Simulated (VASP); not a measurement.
Input of a VASP 6.6.1 run:

The input POSCAR:

```
Ni
1.0
    2.4392535979      0.0000000000      0.0000000000
   -1.2196267989      2.1124555820      0.0000000000
    0.0000000000      0.0000000000      4.0893636239
Ni
2
Direct
    0.3333333333      0.6666666667      0.2500000000
    0.6666666667      0.3333333333      0.7500000000
```

INCAR.step1

```
SYSTEM = Ni
ALGO     = Normal         ! electronic algorithm
EDIFF    = 1E-4           ! SCF threshold, eV
ENCUT    = 520            ! plane-wave cutoff, eV
GGA      = PE             ! functional
ISMEAR   = -1             ! smearing method
ISPIN    = 2              ! spin polarisation
LASPH    = .True.         ! aspherical terms in the spheres
LCHARG   = .False.        ! write CHGCAR
LMAXMIX  = 4              ! l up to which the mixer works
LREAL    = .False.        ! projectors in reciprocal space
LWAVE    = .True.         ! write WAVECAR
MAGMOM   = 0.762 0.762    ! initial moments
NBANDS   = 21             ! bands
NELM     = 150            ! most SCF steps
PREC     = Accurate       ! precision mode
SIGMA    = 0.1            ! smearing width, eV
```

File INCAR.step2:

```
SYSTEM = Ni
ALGO     = Normal         ! electronic algorithm
EDIFF    = 1E-6           ! SCF threshold, eV
ENCUT    = 520            ! plane-wave cutoff, eV
ISIF     = 2              ! what is computed and relaxed
ISMEAR   = -1             ! smearing method
ISPIN    = 2              ! spin polarisation
ISTART   = 1            
LASPH    = .True.         ! aspherical terms in the spheres
LCHARG   = .True.         ! write CHGCAR
LELF     = .True.         ! ELF
LMAXMIX  = 4              ! l up to which the mixer works
LMIXTAU  = .True.       
LORBIT   = 11             ! projections on sites
LREAL    = .False.        ! projectors in reciprocal space
LVHAR    = .True.       
LWAVE    = .False.        ! write WAVECAR
MAGMOM   = 0.762 0.762    ! initial moments
METAGGA  = R2SCAN         ! meta-GGA
NBANDS   = 21             ! bands
NELM     = 150            ! most SCF steps
PREC     = Accurate       ! precision mode
SIGMA    = 0.1            ! smearing width, eV
```

The input KPOINTS:

```
k-points
0
Gamma
  8 8 4
  0 0 0
```

Potentials or basis: VASP PAW PBE potentials, release 64 (Ni).

Run with:

```console
$ cat potpaw_PBE.64/Ni/POTCAR > POTCAR
$ cp INCAR.step1 INCAR
$ mpirun -np 1 vasp_std > vasp.out
$ cp INCAR.step2 INCAR
$ mpirun -np 1 vasp_std > vasp.out
```

(1) Estimate the net moment.

(2) What does it give for the pressure?

(3) Predict the site moments.

Results:

(1) 1.42 μB per cell.

(2) 0.8 GPa.

(3) Ni +0.73 μB.

Caveat: the k points lie up to 0.38 Å⁻¹ apart; the PAW data sets were made with another functional, which shifts forces and pressure a little.
